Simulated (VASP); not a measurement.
**W: single point with RPBE**

W:

```
W
1.0
     0.00000    3.04676    3.04676
     3.04676    0.00000    3.04676
     3.04676    3.04676    0.00000
W
2
Direct
  0.12500 0.12500 0.12500
  0.87500 0.87500 0.87500
```

This isn't the form of W at room conditions, which is bcc.

```yaml
Program: VASP 6.6.1
Task: single point
Functional: RPBE
Potentials_or_basis: VASP PAW PBE potentials, release 64 (W_sv)
Cutoff: 520 eV
k_mesh: 11 × 11 × 11
Occupations: fermi-dirac, width 0.1 eV
Spin: no spin polarisation
Dipole_correction: no
Further_INCAR_settings: ALGO = Normal; EDIFF = 1e-06; NBANDS = 21
```

```
Pressure               : -10.3 GPa
Band gap on the k mesh : zero (bands 14 and 15 overlap by 0.99 eV)
```

Levels at points of the mesh, in eV from the Fermi level:
| k point | band 11 | band 12 | band 13 | band 14 | band 15 | band 16 | band 17 | band 18 |
| --- | --- | --- | --- | --- | --- | --- | --- | --- |
| (0.00, 0.00, 0.00) | -1.42 | -0.96 | -0.96 | -0.96 | 1.39 | 1.39 | 1.39 | 4.49 |

Run time: 56 s on 1 thread of Intel Xeon 8259CL (shared host), peak memory 0.2 GiB.

Caveat: the cell stands under tension; the PAW data sets were made with another functional, which shifts forces and pressure a little; spin-orbit coupling is left out, which moves the levels of the heavy elements.
